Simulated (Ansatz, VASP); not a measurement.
## One calculation of CdC2, two programs

```
Cd C
1.0
    -1.78333    1.78333    2.95219
     1.78333   -1.78333    2.95219
     1.78333    1.78333   -2.95219
Cd C
1 2
Cartesian
  0.0000 0.0000 0.0000
  0.0000 0.0000 3.5302
  0.0000 0.0000 2.3742
```

Alike in both runs: task single point; functional PBE; k mesh 8 × 8 × 8; occupations gaussian, width 0.1 eV; no spin polarisation.

|  | VASP | Ansatz |
| --- | --- | --- |
| version | VASP 6.6.1 | Ansatz 0.2.0 |
| potentials or method | VASP PAW PBE potentials, release 64 (Cd, C), cutoff 520 eV | scalar-relativistic, plane waves, PAW |
| valence electrons in the cell | 20 | 28 |

Ansatz gave:

* gap on the k mesh at the Fermi level (eV): 0.99
* least direct gap on the mesh (eV): 1.37
* rms of the force components (eV/Å): 5.281

Problem. Which values does VASP return?

Solution. gap on the k mesh at the Fermi level (eV): 0.97; least direct gap on the mesh (eV): 1.35; rms of the force components (eV/Å): 5.398.

Atom by atom the forces differ by 0.117 eV/Å (rms over components). VASP's potentials hold 20 valence electrons a cell and Ansatz's 28, so a difference there can come from the potentials and not from the codes.
